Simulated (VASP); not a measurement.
Input of a VASP 6.6.1 run:

INCAR

```
ALGO = Normal
EDIFF = 1E-6
EDIFFG = -0.001
ENCUT = 600
GGA = PS
IBRION = 2
ISIF = 4
ISMEAR = 0
LASPH = True
LCHARG = False
LREAL = False
LWAVE = False
NELM = 100
NSW = 80
PREC = Accurate
SIGMA = 0.01
```

The input KPOINTS:

```
k-points
0
Gamma
  9 9 6
```

POSCAR

```
AlN
1.0
    3.0929139618      0.0000000000      0.0000000000
   -1.5464569809      2.6785420626      0.0000000000
    0.0000000000      0.0000000000      4.9499399077
Al N
2 2
Direct
    0.3333333333      0.6666666667     -0.0009968572
    0.6666666667      0.3333333333      0.4990031428
    0.3333333333      0.6666666667      0.3809968572
    0.6666666667      0.3333333333      0.8809968572
```

Potentials or basis: VASP PAW PBE potentials, release 64 (Al, N).

Launch:

```console
$ cat potpaw_PBE.64/Al/POTCAR potpaw_PBE.64/N/POTCAR > POTCAR
$ mpirun -np 1 vasp_std > vasp.out
```

(1) What does it give for the band gap on the k mesh?

Results:

(1) 4.28 eV, direct.
